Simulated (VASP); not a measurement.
TaRu, 2 atoms in the cell. Symmetry: Pm-3m, No. 221, cubic system. The conventional cell has a = 3.187 Å, b = 3.187 Å, c = 3.187 Å, α = 90.00°, β = 90.00°, γ = 90.00°. Within 3.6 Å of Ta (site symmetry m-3m) lie 8 Ru at 2.76 Å and 6 Ta at 3.19 Å. Ru (site symmetry m-3m) has 8 Ta at 2.76 Å and 6 Ru at 3.19 Å within 3.6 Å. 

```yaml
Program: VASP 6.6.1
Task: single point
Functional: PBEsol
Potentials_or_basis: VASP PAW PBE potentials, release 64 (Ta_pv, Ru_pv)
Cutoff: 520 eV
k_mesh: 10 × 10 × 10
Occupations: gaussian, width 0.05 eV
Spin: no spin polarisation
Dipole_correction: no
Further_INCAR_settings: ALGO = Fast; EDIFF = 1e-06; NBANDS = 20
```

Potentials or basis: VASP PAW PBE potentials, release 64 (Ta_pv, Ru_pv).

The run is started by

```bash
$ cat potpaw_PBE.64/Ta_pv/POTCAR potpaw_PBE.64/Ru_pv/POTCAR > POTCAR
$ mpirun -np 1 vasp_std > vasp.out
```

Hardware: 1 thread of Intel(R) Xeon(R) Platinum 8488C (Sapphire Rapids), with other jobs on the host.

Estimate the wall time of this run.

It took 17 s on 1 thread of Intel(R) Xeon(R) Platinum 8488C (Sapphire Rapids), on a shared host, peak memory 0.16 GiB. Counts: scf iterations 14, k points 56.
